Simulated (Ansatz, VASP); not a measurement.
One calculation of BeCdF4, two programs

```
Be Cd F
1.0
     2.99813    0.00000    0.00000
     0.00000    2.99813    0.00000
     0.00000    0.00000    9.22202
Be Cd F
1 1 4
Direct
  0.50000 0.50000 0.50000
  0.50000 0.50000 0.00000
  0.00000 0.00000 0.00000
  0.00000 0.00000 0.75056
  0.00000 0.00000 0.24944
  0.00000 0.00000 0.50000
```

Alike in both runs: functional PBE; k mesh 12 × 12 × 4; occupations gaussian, width 0.1 eV; no spin polarisation.

Ansatz relaxed the structure, and its values are those at the end. VASP's run is a single point on that final structure, the one shown.

|  | VASP | Ansatz |
| --- | --- | --- |
| version | VASP 6.6.1 | Ansatz 0.2.0 |
| potentials or method | VASP PAW PBE potentials, release 64 (Be, Cd, F), cutoff 520 eV | scalar-relativistic, plane waves, PAW |
| valence electrons in the cell | 42 | 50 |

```tsv
	VASP	Ansatz	Ansatz less VASP
gap on the k mesh at the Fermi level (eV)	none	none	-
pressure (GPa)	0.5	0.0	-0.51
rms of the force components (eV/Å)	0.004	0.002	-0.0019
```

A gap of «none» marks a metal or a gap that the smearing closes. The functional is the same, so the differences come from potentials, cutoffs and numerics. VASP's potentials hold 42 valence electrons a cell and Ansatz's 50, so a difference there can come from the potentials and not from the codes.
